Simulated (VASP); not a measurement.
# Al (P6_3/mmc) in VASP: notebook, part 2 of 2

VASP 6.6.1. Earlier steps stand in the parts before.

## (3) Single point, PBEsol+D3(BJ)

This run uses another cell than the first one, of 20.45 Å³/atom, 1.595 times its volume.

INCAR reads:

```
  ALGO = Fast
  EDIFF = 1E-6
  ENCUT = 520
  GGA = PS
  ISIF = 2
  ISMEAR = 0
  IVDW = 12
  LASPH = T
  LCHARG = T
  LELF = T
  LREAL = F
  LVHAR = T
  LWAVE = F
  NBANDS = 14
  NELM = 60
  PREC = Accurate
  SIGMA = 0.15
```

KPOINTS reads:

```
k-points
0
Gamma
  18 18 6
```

POSCAR reads:

```
Al
1.0
    2.9968000000      0.0000000000      0.0000000000
   -1.4984000000      2.5953049301      0.0000000000
    0.0000000000      0.0000000000     10.5157000000
Al
4
Direct
    0.0000000000      0.0000000000      0.0000000000
    0.3333333333      0.6666666667      0.2500000000
    0.0000000000      0.0000000000      0.5000000000
    0.6666666667      0.3333333333      0.7500000000
```

Potentials or basis: VASP PAW PBE potentials, release 64 (Al).

Run with:

```
> cat potpaw_PBE.64/Al/POTCAR > POTCAR
> mpirun -np 1 vasp_std > vasp.out
```

OUTCAR:

```text
EDIFF = 1E-6
   ENCUT = 520
   GGA = PS
   ISIF = 2
   ISMEAR = 0
   IVDW = 12
   LASPH = T
   LREAL = F
   NELM = 60
   PREC = Accurate
 IVDW          = 12

 ion  position               nearest neighbor table
   1  0.000  0.000  0.000-   2 3.15   4 3.15   4 3.15   2 3.15   4 3.15   2 3.15
   2  0.333  0.667  0.250-   1 3.15   3 3.15   1 3.15   3 3.15   1 3.15   3 3.15
   3  0.000  0.000  0.500-   2 3.15   4 3.15   4 3.15   2 3.15   4 3.15   2 3.15
   4  0.667  0.333  0.750-   1 3.15   3 3.15   1 3.15   3 3.15   1 3.15   3 3.15

  LATTYP: Found a hexagonal cell.
 ALAT       =     2.9968000000
 C/A-ratio  =     3.5089762413

  Lattice vectors:

 A1 = (   2.9968000000,   0.0000000000,   0.0000000000)
 A2 = (  -1.4984000000,   2.5953049301,   0.0000000000)
 A3 = (   0.0000000000,   0.0000000000,  10.5157000000)

Analysis of symmetry for initial positions (statically):
=====================================================================
 Subroutine PRICEL returns:
 Original cell was already a primitive cell.

 Routine SETGRP: Setting up the symmetry group for a
 hexagonal supercell.

 Subroutine GETGRP returns: Found 24 space group operations
 (whereof 12 operations were pure point group operations)
 out of a pool of 24 trial point group operations.

The static configuration has the point symmetry D_3d.
 The point group associated with its full space group is D_6h.

Analysis of symmetry for dynamics (positions and initial velocities):
=====================================================================
 Subroutine PRICEL returns:
 Original cell was already a primitive cell.

 Routine SETGRP: Setting up the symmetry group for a
 hexagonal supercell.

 Subroutine GETGRP returns: Found 24 space group operations
 (whereof 12 operations were pure point group operations)
 out of a pool of 24 trial point group operations.

The dynamic configuration has the point symmetry D_3d.
 The point group associated with its full space group is D_6h.

 Subroutine INISYM returns: Found 24 space group operations
[... 136 lines left out ...]
  volume of cell :       81.79
 maximum number of plane-waves:      2243
 NGX is ok and might be reduce to    24
   NGX = 11   NGY = 11   NGZ = 39

 number of electron      12.0000000 magnetization

 Free energy of the ion-electron system (eV)
  ---------------------------------------------------
  ext. energy  EPLUGINS =         0.00000000
  ---------------------------------------------------
  free energy    TOTEN  =       -15.60557204 eV

  energy without entropy =      -15.58312721  energy(sigma->0) =      -15.59434962

 E-fermi :   5.8534     XC(G=0):  -9.4975

 val. band max:        5.8496550796   @ k =   0.3333   0.2222   0.3333
 cond. band min:       5.8560779699   @ k =   0.2778   0.1111   0.0000
 fundamental gap:      0.0064228903
 Fermi energy:         5.8534283108

 k-point     1 :       0.0000    0.0000    0.0000
  band No.  band energies     occupation
      1      -3.8496      2.00000
      2      -2.5266      2.00000
      3      -2.5215      2.00000
      4       1.0050      2.00000
      5       1.8468      2.00000
      6       7.7887      0.00000
      7       7.7936      0.00000
      8      15.8330      0.00000
      9      15.8708      0.00000
     10      15.8708      0.00000
     11      15.9777      0.00000
     12      16.1743      0.00000
     13      16.1743      0.00000
     14      16.9038      0.00000
[... 377 lines left out ...]
      1       0.6289      2.00000
      2       1.9109      2.00000
      3       1.9207      2.00000
      4       2.9980      2.00000
      5       4.2391      2.00000
      6       4.2801      2.00000
      7       5.4514      1.99985
      8       6.1588      0.00398
      9       7.6889      0.00000
     10       8.4365      0.00000
     11       8.7918      0.00000
     12      10.0169      0.00000
     13      10.0394      0.00000
     14      11.9337      0.00000

 [... further k-points ...]

------------------------ aborting loop because EDIFF is reached ----------------------------------------

 Edisp (eV)   -1.01835

 E8    (eV) :    -0.6851

  FORCE on cell =-STRESS in cart. coord.  units (eV):
  Direction    XX          YY          ZZ          XY          YZ          ZX
  --------------------------------------------------------------------------------------
  -------------------------------------------------------------------------------------
  Total      -6.43364    -6.43364    -6.64374     0.00000    -0.00000     0.00000
  in kB    -126.03258  -126.03258  -130.14837     0.00000    -0.00000     0.00000
  external pressure =     -127.40 kB  Pullay stress =        0.00 kB

 VOLUME and BASIS-vectors are now :
 -----------------------------------------------------------------------------
  energy-cutoff  :      520.00
  volume of cell :       81.79
      direct lattice vectors                 reciprocal lattice vectors
     2.996800000  0.000000000  0.000000000     0.333689269  0.192655589  0.000000000
    -1.498400000  2.595304930  0.000000000     0.000000000  0.385311178  0.000000000
     0.000000000  0.000000000 10.515700000     0.000000000  0.000000000  0.095095904

 POSITION                                       TOTAL-FORCE (eV/Angst)
 -----------------------------------------------------------------------------------
      0.00000      0.00000      0.00000        -0.000000      0.000000      0.000000
     -0.00000      1.73020      2.62893        -0.000000      0.000000     -0.000000
      0.00000      0.00000      5.25785        -0.000000      0.000000      0.000000
      1.49840      0.86510      7.88678         0.000000     -0.000000      0.000000
 -----------------------------------------------------------------------------------
    total drift:                               -0.000000      0.000000      0.000000

  FREE ENERGIE OF THE ION-ELECTRON SYSTEM (eV)
  ---------------------------------------------------
  free  energy   TOTEN  =       -16.6239207214 eV

  energy  without entropy=      -16.6014758857  energy(sigma->0) =      -16.61269830
```

OSZICAR:

```text
N       E                     dE             d eps       ncg     rms          rms(c)
DAV:   1     0.273845868490E+01    0.27385E+01   -0.38414E+03  4144   0.634E+02
DAV:   2    -0.150896544786E+02   -0.17828E+02   -0.16527E+02  5308   0.809E+01
DAV:   3    -0.157071313953E+02   -0.61748E+00   -0.60936E+00  5630   0.121E+01
DAV:   4    -0.157123476499E+02   -0.52163E-02   -0.52113E-02  4884   0.138E+00
DAV:   5    -0.157124131355E+02   -0.65486E-04   -0.65485E-04  5560   0.162E-01    0.217E+00
RMM:   6    -0.156478336083E+02    0.64580E-01   -0.11326E-02  4162   0.533E-01    0.126E+00
RMM:   7    -0.156058810540E+02    0.41953E-01   -0.27412E-02  4432   0.820E-01    0.183E-01
RMM:   8    -0.156055687491E+02    0.31230E-03   -0.86141E-04  4582   0.173E-01    0.279E-02
RMM:   9    -0.156055756698E+02   -0.69207E-05   -0.11206E-04  4933   0.701E-02    0.197E-02
RMM:  10    -0.156055774232E+02   -0.17534E-05   -0.19732E-05  4968   0.324E-02    0.858E-03
RMM:  11    -0.156055706539E+02    0.67693E-05   -0.48498E-06  4874   0.128E-02    0.152E-02
RMM:  12    -0.156055722214E+02   -0.15675E-05   -0.15824E-06  3632   0.931E-03    0.873E-03
RMM:  13    -0.156055720422E+02    0.17919E-06   -0.43796E-07  2662   0.480E-03
   1 F= -.16623921E+02 E0= -.16612698E+02  d E =-.224448E-01
```

stdout:

```text
POSCAR found type information on POSCAR Al
 POSCAR found :  1 types and       4 ions
 scaLAPACK will be used
 -----------------------------------------------------------------------------
|                                                                             |
|                                                                             |
|     You enforced a specific xc type in the INCAR file but a different       |
|     I HOPE YOU KNOW WHAT YOU ARE DOING!                                     |
|                                                                             |
 -----------------------------------------------------------------------------

 LDA part: xc-table for (Slater+PW92), standard interpolation
 POSCAR, INCAR and KPOINTS ok, starting setup
 FFT: planning ... GRIDC
 FFT: planning ... GRID_SOFT
 FFT: planning ... GRID
 WAVECAR not read
 entering main loop
```

It took 75 s on 1 thread of Intel Xeon Platinum 8559C (Emerald Rapids), shared host; peak memory 0.28 GiB.

Results:

```yaml
Free_energy: -16.6239 eV
Pressure: -12.7 GPa
Band_gap_on_the_k_mesh: zero (band 6 reaches 8.72 eV, above the bottom of band 7 at 4.66 eV)
Dispersion_energy_per_atom: -0.255 eV
```

Caveat: the PAW data sets were made with another functional, which shifts forces and pressure a little; pairwise dispersion overbinds metals, which lowers pressure and volume.

## (4) Single point, PBEsol+D3(BJ)

This run uses another cell than the first one, of 13.17 Å³/atom, 1.027 times its volume.

INCAR reads:

```
  PREC = Accurate
  ENCUT = 520
  EDIFF = 1E-7
  ISMEAR = 0
  SIGMA = 0.15
  LREAL = F
  LASPH = T
  NELM = 100
  ALGO = Fast
  ISIF = 2
  LWAVE = F
  LCHARG = F
  GGA = PS
  IVDW = 12
  NBANDS = 14
```

KPOINTS reads:

```
regular mesh
0
Gamma
  18 18 6
```

POSCAR reads:

```
Al
1.0
    2.6701000000      0.0000000000      0.0000000000
   -1.3350500000      2.3123744307      0.0000000000
    0.0000000000      0.0000000000      8.5302000000
Al
4
Direct
    0.0000000000      0.0000000000      0.0000000000
    0.3333333333      0.6666666667      0.2500000000
    0.0000000000      0.0000000000      0.5000000000
    0.6666666667      0.3333333333      0.7500000000
```

Run with:

```
> cat potpaw_PBE.64/Al/POTCAR > POTCAR
> mpirun -np 1 vasp_std > vasp.out
```

It took 46 s on 1 thread of Intel Xeon Platinum 8559C (Emerald Rapids), shared host; peak memory 0.21 GiB.

It converged, with:

```yaml
Free_energy: -17.0397 eV
Pressure: 22.4 GPa
Band_gap_on_the_k_mesh: zero (band 6 reaches 15.15 eV, above the bottom of band 7 at 8.73 eV)
Dispersion_energy_per_atom: -0.399 eV
```

Stress tensor (GPa, compression positive):
```
20.60  0.00  0.00
 0.00 20.60  0.00
 0.00  0.00 25.88
```

Levels at points of the mesh, in eV from the Fermi level:
| k point | band 2 | band 3 | band 4 | band 5 | band 6 | band 7 | band 8 | band 9 | band 10 | band 11 |
| --- | --- | --- | --- | --- | --- | --- | --- | --- | --- | --- |
| (0.00, 0.00, 0.00) | -10.72 | -10.72 | -5.32 | -4.37 | 4.41 | 4.44 | 12.02 | 12.02 | 12.11 | 12.11 |
| (0.50, 0.00, 0.00) | -6.04 | -4.59 | -4.56 | -3.61 | -3.57 | 0.84 | 1.15 | 2.06 | 2.30 | 6.50 |
| (0.00, 0.00, 0.50) | -12.22 | -8.26 | -8.26 | -0.57 | -0.57 | 10.01 | 10.01 | 12.26 | 12.26 | 12.26 |
| (0.50, 0.00, 0.50) | -5.69 | -5.47 | -5.47 | -2.03 | -2.03 | -1.28 | -1.28 | 5.12 | 5.12 | 5.70 |

Caveat: the PAW data sets were made with another functional, which shifts forces and pressure a little; pairwise dispersion overbinds metals, which lowers pressure and volume.

## (5) Single point, PBEsol+D3(BJ)

This run uses another cell than the first one, of 13.41 Å³/atom, 1.046 times its volume.

INCAR reads:

```
SYSTEM = Al
PREC = Accurate ; ENCUT = 520
EDIFF = 1E-6 ; ISMEAR = 0
SIGMA = 0.15 ; LREAL = .False.
LASPH = .True. ; NELM = 80
ALGO = Normal ; ISIF = 2
LWAVE = .False. ; LCHARG = .False.
GGA = PS ; IVDW = 12
NBANDS = 14
```

KPOINTS reads:

```
Automatic mesh
0
Gamma
  18 18 6
  0 0 0
```

POSCAR reads:

```
Al
1.0
    2.9315000000      0.0000000000      0.0000000000
   -1.4657500000      2.5387534712      0.0000000000
    0.0000000000      0.0000000000      7.2065000000
Al
4
Direct
    0.0000000000      0.0000000000      0.0000000000
    0.3333333333      0.6666666667      0.2500000000
    0.0000000000      0.0000000000      0.5000000000
    0.6666666667      0.3333333333      0.7500000000
```

Run with:

```
> cat potpaw_PBE.64/Al/POTCAR > POTCAR
> mpirun -np 1 vasp_std > vasp.out
```

Wall time 35 s (1 thread of Intel Xeon Platinum 8559C (Emerald Rapids), shared host); peak memory 0.23 GiB.

Results (log left out):

```
Free energy                : -15.7488 eV
Pressure                   : 30.8 GPa
Band gap on the k mesh     : zero (band 6 reaches 17.93 eV, above the bottom of band 7 at 7.57 eV)
Dispersion energy per atom : -0.392 eV
```

Stress tensor (GPa, compression positive):
```
17.78  0.00  0.00
 0.00 17.78  0.00
 0.00  0.00 56.83
```

Levels at points of the mesh, in eV from the Fermi level:
```tsv
k point	band 2	band 3	band 4	band 5	band 6	band 7	band 8	band 9	band 10	band 11
(0.00, 0.00, 0.00)	-9.75	-9.72	-2.61	-0.67	7.71	7.71	8.13	8.13	9.56	9.57
(0.50, 0.00, 0.00)	-6.82	-4.84	-4.59	-3.91	-3.68	2.22	2.58	3.10	3.17	4.72
(0.00, 0.00, 0.50)	-11.83	-6.36	-6.36	4.10	4.10	8.21	8.21	8.21	8.21	8.80
(0.50, 0.00, 0.50)	-6.42	-6.16	-6.16	-1.42	-1.42	-0.54	-0.54	3.68	3.68	5.02
```

Caveat: the PAW data sets were made with another functional, which shifts forces and pressure a little; pairwise dispersion overbinds metals, which lowers pressure and volume.

## (6) Summary

| cell | gap on the mesh (eV) | pressure (GPa) |
| --- | --- | --- |
| a = 2.866, b = 2.866, c = 7.207 Å, angles 90.0, 90.0, 120.0°, 4 atoms | none | 38.4 |
| a = 2.997, b = 2.997, c = 10.516 Å, angles 90.0, 90.0, 120.0°, 4 atoms | none | -12.7 |
| a = 2.670, b = 2.670, c = 8.530 Å, angles 90.0, 90.0, 120.0°, 4 atoms | none | 22.4 |
| a = 2.932, b = 2.932, c = 7.207 Å, angles 90.0, 90.0, 120.0°, 4 atoms | none | 30.8 |

Alike in all rows: task single point; level PBEsol+D3(BJ); potentials or basis VASP PAW PBE potentials, release 64 (Al); no spin polarisation; k mesh 18 × 18 × 6; cutoff (eV) 520; smearing gaussian 0.15 eV.

Caveats: the PAW data sets were made with another functional, which shifts forces and pressure a little; pairwise dispersion overbinds metals, which lowers pressure and volume.

Total energies depend on the potentials used, so only differences within one code and one set of settings carry meaning.
